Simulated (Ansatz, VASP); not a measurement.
## ZrPbO4 in VASP and in Ansatz

Contents of INCAR:

```
PREC     = Accurate       # precision mode
ENCUT    = 520            # plane-wave cutoff, eV
EDIFF    = 1E-6           # SCF threshold, eV
ISMEAR   = 0              # smearing method
SIGMA    = 0.1            # smearing width, eV
LREAL    = F              # projectors in reciprocal space
LASPH    = T              # aspherical terms in the spheres
NELM     = 150            # most SCF steps
ALGO     = Normal         # electronic algorithm
ISIF     = 2              # what is computed and relaxed
LWAVE    = F              # write WAVECAR
LCHARG   = F              # write CHGCAR
ISPIN    = 2              # spin polarisation
MAGMOM   = 1 0 0 0 0 0    # initial moments
LORBIT   = 11             # projections on sites
LMAXMIX  = 4              # l up to which the mixer works
GGA      = PE             # functional
NBANDS   = 38             # bands
```

The input KPOINTS:

```
Automatic mesh
0
Gamma
  6 6 4
```

Contents of POSCAR:

```
ZrPbO4
1.0
    3.6619998876      0.0000000000      0.0000000000
   -1.8309999438      3.1713849313      0.0000000000
    0.0000000000      0.0000000000      6.2558274705
Zr Pb O
1 1 4
Direct
    0.0000000000      0.0000000000      0.5000000000
    0.0000000000      0.0000000000      0.0000000000
    0.3333333333      0.6666666667      0.7024172830
    0.3333333333      0.6666666667      0.2975827170
    0.6666666667      0.3333333333      0.2975827170
    0.6666666667      0.3333333333      0.7024172830
```

Input for Ansatz:

```yaml
crystal:
  lattice:
    - [3.6619998876, 0.0, 0.0]
    - [-1.8309999438, 3.1713849313, 0.0]
    - [0.0, 0.0, 6.2558274705]
  atoms:
    - { symbol: Zr, position: [0.0, 0.0, 0.5], spin: 1.0 }
    - { symbol: Pb, position: [0.0, 0.0, 0.0] }
    - { symbol: O, position: [0.3333333333, 0.6666666667, 0.702417283] }
    - { symbol: O, position: [0.3333333333, 0.6666666667, 0.297582717] }
    - { symbol: O, position: [0.6666666667, 0.3333333333, 0.297582717] }
    - { symbol: O, position: [0.6666666667, 0.3333333333, 0.702417283] }
basis:
  ecutwfc: 420
kpoints:
  mp_grid: { grid: [6, 6, 4] }
hamiltonian:
  xc: pbe
scf:
  occupations: { method: gaussian, width: 0.1 }
  lower_state_search: "off"
output:
  forces: true
  stress: true
  eigenvalues: true
  populations: true
magnetization:
  spin_polarized: true
```

Alike in both runs: task single point; functional PBE; k mesh 6 × 6 × 4; occupations gaussian, width 0.1 eV; collinear spin.

|  | VASP | Ansatz |
| --- | --- | --- |
| version | VASP 6.6.1 | Ansatz 0.2.0 |
| potentials or method | VASP PAW PBE potentials, release 64 (Zr_sv, Pb_d, O), cutoff 520 eV | scalar-relativistic, plane waves, PAW |
| valence electrons in the cell | 50 | 50 |

|  | VASP | Ansatz | Ansatz less VASP |
| --- | --- | --- | --- |
| gap on the k mesh at the Fermi level (eV) | none | none | - |
| pressure (GPa) | -0.1 | 0.0 | +0.06 |
| traceless stress, the component that is largest in VASP (GPa) | 0.05 | 0.05 | +0.009 |
| rms of the force components (eV/Å) | 0.004 | 0.000 | -0.0037 |
| net moment per atom (μB) | 0.00 | 0.00 | 0.000 |

Atom by atom the forces differ by 0.004 eV/Å (rms over components). A gap of «none» marks a metal or a gap that the smearing closes. Ansatz's warnings: seeded moment not kept.

Spin-orbit coupling is off throughout.
